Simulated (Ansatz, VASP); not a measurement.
SrTe in VASP and in Ansatz

The input INCAR:

```
PREC     = Accurate       # precision mode
ENCUT    = 500            # plane-wave cutoff, eV
EDIFF    = 1E-6           # SCF threshold, eV
ISMEAR   = 0              # smearing method
SIGMA    = 0.02           # smearing width, eV
LREAL    = False          # projectors in reciprocal space
LASPH    = True           # aspherical terms in the spheres
NELM     = 120            # most SCF steps
ALGO     = Normal         # electronic algorithm
ISIF     = 2              # what is computed and relaxed
LWAVE    = False          # write WAVECAR
LCHARG   = False          # write CHGCAR
GGA      = PE             # functional
NBANDS   = 15             # bands
GGA_COMPAT= False
```

KPOINTS

```
regular mesh
0
Gamma
  8 8 8
```

POSCAR

```
SrTe
1.0
    0.0000000000      3.3337737923      3.3337737923
    3.3337737923      0.0000000000      3.3337737923
    3.3337737923      3.3337737923      0.0000000000
Sr Te
1 1
Direct
    0.0000000000      0.0000000000      0.0000000000
    0.5000000000      0.5000000000      0.5000000000
```

Input for Ansatz:

```yaml
crystal:
  lattice:
    - [0.0, 3.3337737923, 3.3337737923]
    - [3.3337737923, 0.0, 3.3337737923]
    - [3.3337737923, 3.3337737923, 0.0]
  atoms:
    - { symbol: Sr, position: [0.0, 0.0, 0.0] }
    - { symbol: Te, position: [0.5, 0.5, 0.5] }
basis:
  ecutwfc: 420
kpoints:
  mp_grid: { grid: [8, 8, 8] }
  band_path:
    path:
      - [[0.0, 0.0, 0.0], [0.5, 0.0, 0.5], [0.625, 0.25, 0.625]]
      - [[0.375, 0.375, 0.75], [0.0, 0.0, 0.0], [0.5, 0.5, 0.5], [0.5, 0.25, 0.75], [0.5, 0.0, 0.5]]
    npoints: 10
hamiltonian:
  xc: pbe
  pseudopotentials: { kind: paw, azcp: { folder: soft_1 } }
scf:
  occupations: { method: gaussian, width: 0.02 }
  n_extra_bands: 7
output:
  forces: true
  stress: true
  eigenvalues: true
```

Alike in both runs: task single point; functional PBE; k mesh 8 × 8 × 8; occupations gaussian, width 0.02 eV; no spin polarisation.

|  | VASP | Ansatz |
| --- | --- | --- |
| version | VASP 6.6.1 | Ansatz 0.2.0 |
| potentials or method | VASP PAW PBE potentials, release 64 (Sr_sv, Te), cutoff 500 eV | scalar-relativistic, plane waves, PAW |
| valence electrons in the cell | 16 | 26 |

Ansatz gave:

- gap on the k mesh at the Fermi level (eV): 1.73
- least direct gap on the mesh (eV): 2.46
- pressure (GPa): 0.8

Which values does VASP return?

gap on the k mesh at the Fermi level (eV): 1.70; least direct gap on the mesh (eV): 2.44; pressure (GPa): 0.9.

The functional is the same, so the differences come from potentials, cutoffs and numerics. VASP's potentials hold 16 valence electrons a cell and Ansatz's 26, so a difference there can come from the potentials and not from the codes.

Neither program's run includes spin-orbit coupling.
